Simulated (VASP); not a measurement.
A run of VASP 6.6.1:

The input INCAR:

```
SYSTEM = YIn
ALGO = Normal
EDIFF = 1E-6
ENCUT = 520
GGA = PS
ISIF = 2
ISMEAR = 0
LASPH = .TRUE.
LCHARG = .FALSE.
LREAL = .FALSE.
LWAVE = .FALSE.
NBANDS = 19
NELM = 60
PREC = Accurate
SIGMA = 0.1
```

Contents of KPOINTS:

```
k-points
0
G
  12 12 12
  0 0 0
```

Contents of POSCAR:

```
YIn
1.0
    3.7062400311      0.0000000000      0.0000000000
    0.0000000000      3.7062400311      0.0000000000
    0.0000000000      0.0000000000      3.7062400311
Y In
1 1
Direct
    0.5000000000      0.5000000000      0.5000000000
    0.0000000000      0.0000000000      0.0000000000
```

Potentials or basis: VASP PAW PBE potentials, release 64 (Y_sv, In_d).

Command:

```bash
$ cat potpaw_PBE.64/Y_sv/POTCAR potpaw_PBE.64/In_d/POTCAR > POTCAR
$ mpirun -np 1 vasp_std > vasp.out
```

Hardware: 1 thread of Intel(R) Xeon(R) Platinum 8259CL CPU @ 2.50GHz (Skylake/Cascade Lake) (shared host).

Task: How long does it take, and how much memory?

Result: It took 59 s on 1 thread of Intel(R) Xeon(R) Platinum 8259CL CPU @ 2.50GHz (Skylake/Cascade Lake) (shared host), peak memory 0.23 GiB. Counts: scf iterations 14, k points 84.
